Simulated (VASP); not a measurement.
Set up this calculation in VASP 6.6.1, as the native input.

```yaml
Task: single point
Functional: PBEsol
Potentials_or_basis: VASP PAW PBE potentials, release 64 (Ta_pv, N)
Cutoff: 600 eV
k_mesh: 16 × 16 × 16
Occupations: gaussian, width 0.1 eV
Spin: no spin polarisation
Dipole_correction: no
Further_INCAR_settings: ALGO = Normal; EDIFF = 1e-06; NBANDS = 15
```

The structure of TaN lies in POSCAR:

```
TaN
1.0
    0.0000000000      2.1790000000      2.1790000000
    2.1790000000      0.0000000000      2.1790000000
    2.1790000000      2.1790000000      0.0000000000
Ta N
1 1
Direct
    0.5000000000      0.5000000000      0.5000000000
    0.0000000000      0.0000000000      0.0000000000
```

The input as run:

INCAR

```
SYSTEM = TaN
  ALGO = Normal
  EDIFF = 1E-6
  ENCUT = 600
  GGA = PS
  GGA_COMPAT = .False.
  ISIF = 2
  ISMEAR = 0
  LASPH = .True.
  LCHARG = .True.
  LELF = .True.
  LREAL = .False.
  LVHAR = .True.
  LWAVE = .False.
  NBANDS = 15
  NELM = 120
  PREC = Accurate
  SIGMA = 0.1
```

KPOINTS

```
k-points
0
Gamma
  16 16 16
  0 0 0
```

Potentials or basis: VASP PAW PBE potentials, release 64 (Ta_pv, N).

Launch:

```console
$ cat potpaw_PBE.64/Ta_pv/POTCAR potpaw_PBE.64/N/POTCAR > POTCAR
$ mpirun -np 1 vasp_std > vasp.out
```

It gave:

- Pressure: 5.4 GPa
- Band gap on the k mesh: zero (band 8 reaches 11.68 eV, above the bottom of band 9 at 7.48 eV)

Caveat: the PAW data sets were made with another functional, which shifts forces and pressure a little; spin-orbit coupling is left out, which moves the levels of the heavy elements.

Wall time 97 s on 1 thread of AMD EPYC 7R43 64-Core Processor (Zen 3), on a shared host, peak memory 0.17 GiB.
